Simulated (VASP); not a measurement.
The system is SrCl2.

```xyz
3
Lattice="2.0879 1.2055 6.1377 -2.0879 1.2055 6.1377 0.0000 -2.4109 6.1377" Properties=species:S:1:pos:R:3 pbc="T T T"
Sr    0.0000    0.0000    0.0030
Cl    0.0000    0.0000    7.7825
Cl    0.0000    0.0000    4.4899
```

* Program: VASP 6.6.1
* Task: relaxation of cell and atoms
* Functional: PBE
* Dispersion: D4
* Potentials or basis: VASP PAW PBE potentials, release 64 (Sr_sv, Cl)
* Cutoff: 600 eV
* k mesh: 6 × 6 × 6
* Occupations: fermi-dirac, width 0.02 eV
* Spin: no spin polarisation

At the start: pressure 0.4 GPa; volume 30.90 Å³/atom.

How do energy, volume and symmetry change on relaxing?

Over 34 steps the energy falls by 18.4 meV/atom and the volume is 31.41 Å³/atom (+1.7 %); space group R3m (No. 160, to 0.1 Å) before and after.

The path:
```
step  energy change (eV)  largest force (eV/Å)  pressure (GPa)  volume (Å³)
   1              0.0000                0.0223            0.38        92.69
   2             -0.0293                0.5148           27.62        93.66
   3             -0.0438                0.2079           -1.03        96.63
   4             -0.0446                0.2015           -1.00        96.51
   5             -0.0521                0.1219           -0.55        95.08
   6             -0.0542                0.0801           -0.30        94.37
   7             -0.0543                0.0373            0.88        94.02
   8             -0.0543                0.0740           -0.24        94.27
   9             -0.0545                0.0625           -0.03        94.15
  10             -0.0545                0.0588            0.08        94.12
  11             -0.0536                0.0629           -0.39        94.81
  12             -0.0543                0.0641           -0.31        94.46
  13             -0.0544                0.0645           -0.27        94.32
  14             -0.0545                0.0642           -0.22        94.22
  15             -0.0545                0.0631           -0.14        94.17
  16             -0.0550                0.0195            0.00        93.96
  17             -0.0551                0.0071            0.04        93.91
  18             -0.0551                0.0076           -0.06        93.98
  19             -0.0551                0.0076           -0.01        93.93
  20             -0.0551                0.0078           -0.01        93.93
  21             -0.0551                0.0045            0.01        93.95
  22             -0.0551                0.0036            0.02        94.02
  23             -0.0551                0.0202            0.06        94.16
  24             -0.0551                0.0206            0.04        94.17
  25             -0.0551                0.0216            0.04        94.17
  26             -0.0551                0.0217            0.04        94.18
  27             -0.0551                0.0218            0.02        94.20
  28             -0.0551                0.0204            0.02        94.20
  29             -0.0551                0.0194            0.02        94.20
  30             -0.0551                0.0159            0.02        94.20
  31             -0.0551                0.0081            0.03        94.20
  32             -0.0551                0.0074            0.06        94.20
  33             -0.0551                0.0029            0.04        94.20
  34             -0.0551                0.0026            0.00        94.23
```

Final structure:
```
Sr Cl
1.0
     2.09979    1.21231    6.16930
    -2.09979    1.21231    6.16930
     0.00000   -2.42463    6.16930
Sr Cl
1 2
Direct
  0.00018 0.00018 0.00018
  0.42221 0.42221 0.42221
  0.24427 0.24427 0.24427
```
